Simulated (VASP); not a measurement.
Input of a VASP 6.6.1 run:

The input POSCAR:

```
BN
1.0
    0.0000000000      1.7326324464      1.8351386583
    1.7326324464      0.0000000000      1.8351386583
    1.7326324464      1.7326324464      0.0000000000
B N
1 1
Direct
    0.0000000000      0.0000000000      0.0000000000
    0.2500000000      0.2500000000      0.2500000000
```

Contents of INCAR.step1:

```
SYSTEM = BN
PREC = Accurate ; ENCUT = 500
EDIFF = 1E-8 ; ISMEAR = 0
SIGMA = 0.01 ; LREAL = .False.
LASPH = .True. ; NELM = 60
ALGO = Normal ; LWAVE = .True.
LCHARG = .False. ; GGA = PE
```

The input INCAR.step2:

```
SYSTEM = BN
PREC = Accurate ; ENCUT = 500
EDIFF = 1E-8 ; ISMEAR = 0
SIGMA = 0.01 ; LREAL = .False.
LASPH = .True. ; NELM = 1
ALGO = Exact ; LWAVE = .True.
LCHARG = .False. ; GGA = PE
NBANDS = 49 ; LOPTICS = .True.
ISTART = 1
```

INCAR.step3

```
SYSTEM = BN
PREC = Accurate ; ENCUT = 500
EDIFF = 1E-8 ; ISMEAR = 0
SIGMA = 0.01 ; LREAL = .False.
LASPH = .True. ; ALGO = EVGW0
LWAVE = .False. ; LCHARG = .False.
GGA = PE ; NELMGW = 1
NBANDS = 49 ; ENCUTGW = 150.0
NOMEGA = 96 ; PRECFOCK = Fast
ISTART = 1 ; NBANDSGW = 12
OMEGAMAX = 20
```

KPOINTS

```
regular mesh
0
Gamma
  6 6 6
  0 0 0
```

Potentials or basis: VASP PAW PBE potentials, release 64 (B_GW, N_GW).

Command:

```bash
$ cat potpaw_PBE.64/B_GW/POTCAR potpaw_PBE.64/N_GW/POTCAR > POTCAR
$ cp INCAR.step1 INCAR
$ mpirun -np 1 vasp_std > vasp.out
$ cp INCAR.step2 INCAR
$ mpirun -np 1 vasp_std > vasp.out
$ cp INCAR.step3 INCAR
$ mpirun -np 1 vasp_std > vasp.out
```

(1) Estimate the quasiparticle gap.

(2) What does it give for the least direct quasiparticle gap?

(3) Predict the band gap of the starting levels on the mesh.

(4) What does it give for the least direct gap of the starting levels on the mesh?

## Answers

(1) 5.47 eV.

(2) 10.99 eV.

(3) 3.98 eV.

(4) 8.83 eV.

Caveat: the k points lie up to 0.51 Å⁻¹ apart; bands, screening cutoff and mesh are small and nothing is extrapolated, so the quasiparticle values aren't converged.
